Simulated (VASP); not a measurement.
A run of VASP 6.6.1 is set up as follows.

Contents of POSCAR:

```
CaO
1.0
    0.0000000000      2.4857771349      2.3975473909
    2.3975473909      0.0000000000      2.3975473909
    2.3975473909      2.4857771349      0.0000000000
Ca O
1 1
Direct
    0.0000000000      0.0000000000      0.0000000000
    0.5000000000      0.5000000000      0.5000000000
```

Contents of INCAR.step1:

```
  PREC = Accurate
  ENCUT = 520
  ISMEAR = 0
  SIGMA = 0.01
  LREAL = False
  LASPH = True
  NELM = 100
  NBANDS = 15
  GGA = PE
  ALGO = Normal
  EDIFF = 1E-4
  LWAVE = True
  LCHARG = False
```

File INCAR.step2:

```
  PREC = Accurate
  ENCUT = 520
  EDIFF = 1E-7
  ISMEAR = 0
  SIGMA = 0.01
  LREAL = False
  LASPH = True
  NELM = 100
  ALGO = Normal
  ISIF = 2
  LWAVE = False
  LCHARG = False
  METAGGA = R2SCAN
  LMIXTAU = True
  NBANDS = 15
  ISTART = 1
```

Contents of KPOINTS:

```
Automatic mesh
0
Gamma
  10 10 10
```

Potentials or basis: VASP PAW PBE potentials, release 64 (Ca_sv, O).

The run is started by

```console
$ cat potpaw_PBE.64/Ca_sv/POTCAR potpaw_PBE.64/O/POTCAR > POTCAR
$ cp INCAR.step1 INCAR
$ mpirun -np 1 vasp_std > vasp.out
$ cp INCAR.step2 INCAR
$ mpirun -np 1 vasp_std > vasp.out
```

(1) Predict the band gap on the k mesh.

(2) Estimate the pressure.

## Answers

(1) 4.14 eV, indirect (least direct gap 4.54 eV).

(2) -2.7 GPa.

Caveat: the cell differs from its parent crystal (uniaxial y strain +3.7%); the PAW data sets were made with another functional, which shifts forces and pressure a little.
